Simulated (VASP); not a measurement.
# Al (Fm-3m) in VASP: notebook

Al is run at these levels: PBEsol; tasks: single point.

Everything below comes from runs of VASP 6.6.1. Logs are shortened: lines on timing, memory, paths and dates and some standing lists are left out, and cuts for length are marked.

## (1) The cell of the first run

The structure is cubic, space group Fm-3m (No. 225). Conventional cell: a = 3.846 Å, b = 3.846 Å, c = 3.846 Å, α = 90.00°, β = 90.00°, γ = 90.00°. Al (site symmetry m-3m) has 12 Al at 2.72 Å within 3.6 Å.

## (2) Single point, PBEsol (strain -0.050 along x and y, -0.050 along z)

Input file INCAR:

```
SYSTEM = Al
ALGO     = Fast           ! electronic algorithm
EDIFF    = 1E-7           ! SCF threshold, eV
ENCUT    = 520            ! plane-wave cutoff, eV
GGA      = PS             ! functional
ISIF     = 2              ! what is computed and relaxed
ISMEAR   = 0              ! smearing method
LASPH    = .True.         ! aspherical terms in the spheres
LCHARG   = .True.         ! write CHGCAR
LELF     = .True.         ! ELF
LREAL    = .False.        ! projectors in reciprocal space
LVHAR    = .True.       
LWAVE    = .False.        ! write WAVECAR
NBANDS   = 8              ! bands
NELM     = 100            ! most SCF steps
PREC     = Accurate       ! precision mode
SIGMA    = 0.15           ! smearing width, eV
```

Input file KPOINTS:

```
k-points
0
Gamma
  20 20 20
  0 0 0
```

Input file POSCAR:

```
Al
1.0
    0.0000000000      1.9227810000      1.9227810000
    1.9227810000      0.0000000000      1.9227810000
    1.9227810000      1.9227810000      0.0000000000
Al
1
Direct
    0.0000000000      0.0000000000      0.0000000000
```

Potentials or basis: VASP PAW PBE potentials, release 64 (Al).

The run is started by

```console
$ cat potpaw_PBE.64/Al/POTCAR > POTCAR
$ mpirun -np 1 vasp_std > vasp.out
```

OUTCAR:

```text
SYSTEM = Al
   EDIFF = 1E-7
   ENCUT = 520
   GGA = PS
   ISIF = 2
   ISMEAR = 0
   LASPH = .True.
   LREAL = .False.
   NELM = 100
   PREC = Accurate

 ion  position               nearest neighbor table
   1  0.000  0.000  0.000-

  LATTYP: Found a face centered cubic cell.
 ALAT       =     3.8455620000

  Lattice vectors:

 A1 = (   0.0000000000,   1.9227810000,   1.9227810000)
 A2 = (   1.9227810000,   0.0000000000,   1.9227810000)
 A3 = (   1.9227810000,   1.9227810000,   0.0000000000)

Analysis of symmetry for initial positions (statically):
=====================================================================
 Subroutine PRICEL returns:
 Original cell was already a primitive cell.

 Routine SETGRP: Setting up the symmetry group for a
 face centered cubic supercell.

 Subroutine GETGRP returns: Found 48 space group operations
 (whereof 48 operations were pure point group operations)
 out of a pool of 48 trial point group operations.

The static configuration has the point symmetry O_h .

Analysis of symmetry for dynamics (positions and initial velocities):
=====================================================================
 Subroutine PRICEL returns:
 Original cell was already a primitive cell.

 Routine SETGRP: Setting up the symmetry group for a
 face centered cubic supercell.

 Subroutine GETGRP returns: Found 48 space group operations
 (whereof 48 operations were pure point group operations)
 out of a pool of 48 trial point group operations.

The dynamic configuration has the point symmetry O_h .

 Subroutine INISYM returns: Found 48 space group operations
 (whereof 48 operations are pure point group operations),
 and found     1 'primitive' translations

----------------------------------------------------------------------------------------

                                     Primitive cell

  volume of cell :      14.2174

  direct lattice vectors                    reciprocal lattice vectors
     0.000000000  1.922781000  1.922781000    -0.260040015  0.260040015  0.260040015
     1.922781000  0.000000000  1.922781000     0.260040015 -0.260040015  0.260040015
     1.922781000  1.922781000  0.000000000     0.260040015  0.260040015 -0.260040015

  length of vectors
     2.719222968  2.719222968  2.719222968     0.450402518  0.450402518  0.450402518

  position of ions in fractional coordinates (direct lattice)
     0.000000000  0.000000000  0.000000000

  ion indices of the primitive-cell ions
   primitive index   ion index
                 1           1

----------------------------------------------------------------------------------------

 KPOINTS: k-points

Automatic generation of k-mesh.
 Grid dimensions read from file:
 generate k-points for:   20   20   20

 Generating k-lattice:

  Cartesian coordinates                     Fractional coordinates (reciprocal lattice)
    -0.013002001  0.013002001  0.013002001     0.050000000  0.000000000  0.000000000
     0.013002001 -0.013002001  0.013002001     0.000000000  0.050000000  0.000000000
     0.013002001  0.013002001 -0.013002001     0.000000000  0.000000000  0.050000000

  Length of vectors
     0.022520126  0.022520126  0.022520126

  Shift w.r.t. Gamma in fractional coordinates (k-lattice)
     0.000000000  0.000000000  0.000000000

 Subroutine IBZKPT returns following result:
 ===========================================

 Found    256 irreducible k-points:

 Following reciprocal coordinates:
            Coordinates               Weight
  0.000000  0.000000  0.000000      1.000000
  0.050000  0.000000  0.000000      8.000000
  0.100000  0.000000  0.000000      8.000000
  0.150000  0.000000  0.000000      8.000000
  0.200000  0.000000  0.000000      8.000000
  0.250000  0.000000  0.000000      8.000000
[... 16 lines left out ...]
 -0.400000  0.050000  0.000000     24.000000
 -0.350000  0.050000  0.000000     24.000000
 [... further k-points ...]
   k-points           NKPTS =    256   k-points in BZ     NKDIM =    256   number of bands    NBANDS=      8
   number of dos      NEDOS =    301   number of ions     NIONS =      1
   total plane-waves  NPLWV =   8000
   dimension x,y,z NGX =    20 NGY =   20 NGZ =   20
   dimension x,y,z NGXF=    40 NGYF=   40 NGZF=   40
   ions per type =               1
   NGX,Y,Z   is equivalent  to a cutoff of  12.23, 12.23, 12.23 a.u.
   NGXF,Y,Z  is equivalent  to a cutoff of  24.45, 24.45, 24.45 a.u.
 SYSTEM =  Al
   PREC   = accura    normal or accurate (medium, high low for compatibility)
   ISTART =      0    job   : 0-new  1-cont  2-samecut
   ICHARG =      2    charge: 1-file 2-atom 10-const
   ISPIN  =      1    spin polarized calculation?
   LNONCOLLINEAR =      F non collinear calculations
   LSORBIT =      F    spin-orbit coupling
   LASPH  =      T    aspherical Exc in radial PAW
   ENCUT  =  520.0 eV  38.22 Ry    6.18 a.u.   5.06  5.06  5.06*2*pi/ulx,y,z
   NELM   =    100;   NELMIN=  2; NELMDL= -5     # of ELM steps
   EDIFF  = 0.1E-06   stopping-criterion for ELM
   LREAL  =      F    real-space projection
   EDIFFG = 0.1E-05   stopping-criterion for IOM
   NSW    =      0    number of steps for IOM
   IBRION =     -1    ionic relax: 0-MD 1-quasi-New 2-CG
   NFREE  =      0    steps in history (QN), initial steepest desc. (CG)
   ISIF   =      2    stress and relaxation
   ISYM   =      2    0-nonsym 1-usesym 2-fastsym
   POTIM  = 0.5000    time-step for ionic-motion
   TEBEG  =    0.0;   TEEND  =   0.0 temperature during run
   PSTRESS=    0.0 pullay stress
   NELECT =       3.0000    total number of electrons
   NUPDOWN=      -1.0000    fix difference up-down
   EMIN   =  10.00;   EMAX   =-10.00  energy-range for DOS
   EFERMI =   0.00;   METHOD = LEGACY
   ISMEAR =     0;   SIGMA  =   0.15  broadening in eV -4-tet -1-fermi 0-gaus
   EFERMI_NEDOS =   21; number of points for ismear=-14 and -15
   IALGO  =     68    algorithm
   IMIX   =      4    mixing-type and parameters
     AMIX     =   0.40;   BMIX     =  1.00
     AMIX_MAG =   1.60;   BMIX_MAG =  1.00
  volume/ion in A,a.u.               =      14.22        95.94
  Fermi-wavevector in a.u.,A,eV,Ry     =   0.974635  1.841793 12.924362  0.949914
  Thomas-Fermi vector in A             =   2.105111
   LORBIT       =      0    0 simple, 1 ext, 2 COOP (PROOUT), +10 PAW based schemes
   GGA     = PS    functional components
   LHFCALC =     F    Hartree Fock is set to
   AEXX    =    0.0000 exact exchange contribution
   IVDW    =     0    specifies the selected vdW correction
   LEPSILON=     F    determine dielectric tensor
   LRPA    =     F    only Hartree local field effects (RPA)
 non-spin polarized calculation
 RMM-DIIS sequential band-by-band and
 Gauss-broadening in eV      SIGMA  =   0.15
  energy-cutoff  :      520.00
  volume of cell :       14.22
 maximum number of plane-waves:       392
   NGX = 11   NGY = 11   NGZ = 11

 number of electron       3.0000000 magnetization

 Free energy of the ion-electron system (eV)
  ---------------------------------------------------
  ext. energy  EPLUGINS =         0.00000000
  ---------------------------------------------------
  free energy    TOTEN  =        -4.01633919 eV

  energy without entropy =       -4.01253619  energy(sigma->0) =       -4.01443769

 E-fermi :   9.6143     XC(G=0): -10.8127

 val. band max:        9.6131271907   @ k =  -0.3000   0.2500   0.0000
 cond. band min:       9.6153991052   @ k =  -0.4500   0.4000   0.0500
 fundamental gap:      0.0022719145
 Fermi energy:         9.6142800232

 k-point     1 :       0.0000    0.0000    0.0000
  band No.  band energies     occupation
      1      -2.6079      2.00000
      2      23.0373      0.00000
      3      23.0373      0.00000
      4      23.0373      0.00000
      5      25.7319      0.00000
      6      25.7319      0.00000
      7      25.7319      0.00000
      8      27.2016      0.00000

 k-point     2 :       0.0500    0.0000    0.0000
  band No.  band energies     occupation
      1      -2.5329      2.00000
      2      21.7979      0.00000
      3      22.8650      0.00000
      4      22.8650      0.00000
      5      26.0259      0.00000
      6      26.0259      0.00000
      7      26.0511      0.00000
      8      28.0647      0.00000

 k-point     3 :       0.1000    0.0000    0.0000
  band No.  band energies     occupation
      1      -2.3082      2.00000
      2      19.7007      0.00000
      3      22.4966      0.00000
      4      22.4966      0.00000
      5      26.0023      0.00000
      6      26.7536      0.00000
      7      26.7536      0.00000
      8      29.2076      0.00000

 k-point     4 :       0.1500    0.0000    0.0000
  band No.  band energies     occupation
      1      -1.9348      2.00000
      2      17.5206      0.00000
      3      22.1128      0.00000
      4      22.1128      0.00000
      5      25.7848      0.00000
      6      27.6036      0.00000
      7      27.6036      0.00000
      8      28.2209      0.00000

 k-point     5 :       0.2000    0.0000    0.0000
  band No.  band energies     occupation
      1      -1.4139      2.00000
      2      15.3840      0.00000
      3      21.7917      0.00000
      4      21.7917      0.00000
      5      25.5538      0.00000
      6      26.8692      0.00000
      7      26.8692      0.00000
      8      29.0080      0.00000
[... 177 lines left out ...]
 k-point    22 :      -0.4500    0.0500    0.0000
  band No.  band energies     occupation
      1       3.7897      2.00000
      2       5.7806      2.00000
      3      20.2250      0.00000
      4      21.3291      0.00000
      5      23.0215      0.00000
      6      23.2430      0.00000
      7      26.4124      0.00000
      8      27.6792      0.00000

 k-point    23 :      -0.4000    0.0500    0.0000
  band No.  band energies     occupation
      1       2.5497      2.00000
      2       7.3195      2.00000
      3      19.9717      0.00000
      4      21.8292      0.00000
      5      23.0244      0.00000
      6      23.5703      0.00000
      7      26.1573      0.00000
      8      28.2164      0.00000

 k-point    24 :      -0.3500    0.0500    0.0000
  band No.  band energies     occupation
      1       1.4222      2.00000
      2       9.0012      2.00000
      3      19.8344      0.00000
      4      22.2997      0.00000
      5      23.0762      0.00000
      6      24.2436      0.00000
      7      25.9860      0.00000
      8      28.9066      0.00000

 [... further k-points ...]
[... 5 lines left out ...]
  --------------------------------------------------------------------------------------
  -------------------------------------------------------------------------------------
  Total        1.2660311      1.2660311      1.2660311      0.0000000      0.0000000      0.0000000
  in kB      142.6709302    142.6709302    142.6709302      0.0000000      0.0000000      0.0000000
  external PRESSURE =     142.6709302 kB  Pullay stress =       0.0000000 kB

 VOLUME and BASIS-vectors are now :
 -----------------------------------------------------------------------------
  energy-cutoff  :      520.00
  volume of cell :       14.22
      direct lattice vectors                 reciprocal lattice vectors
     0.000000000  1.922781000  1.922781000    -0.260040015  0.260040015  0.260040015
     1.922781000  0.000000000  1.922781000     0.260040015 -0.260040015  0.260040015
     1.922781000  1.922781000  0.000000000     0.260040015  0.260040015 -0.260040015

 POSITION                                       TOTAL-FORCE (eV/Angst)
 -----------------------------------------------------------------------------------
      0.00000      0.00000      0.00000         0.000000      0.000000     -0.000000
 -----------------------------------------------------------------------------------
    total drift:                               -0.000000     -0.000000     -0.000000

  FREE ENERGIE OF THE ION-ELECTRON SYSTEM (eV)
  ---------------------------------------------------
  free  energy   TOTEN  =        -4.0163391909 eV

  energy  without entropy=       -4.0125361853  energy(sigma->0) =       -4.01443769
```

It took 15 s on 1 thread of AMD EPYC 9R45 (Zen 5), shared host; peak memory 0.1 GiB.

What came out:

| Item | Value |
| --- | --- |
| Free energy | -4.0163 eV |
| Pressure | 14.3 GPa |

Levels at points of the mesh, in eV from the Fermi level:
| k point | band 1 | band 2 | band 3 | band 4 |
| --- | --- | --- | --- | --- |
| (0.00, 0.00, 0.00) | -12.22 | 13.42 | 13.42 | 13.42 |
| (0.50, 0.00, 0.00) | -5.23 | -4.61 | 12.12 | 12.12 |
| (0.50, 0.50, 0.00) | -3.30 | -1.70 | 5.25 | 6.31 |

Caveat: the cell differs from its parent crystal (strain -0.050 along x and y, -0.050 along z); the PAW data sets were made with another functional, which shifts forces and pressure a little.

[end of part 1 of 2]
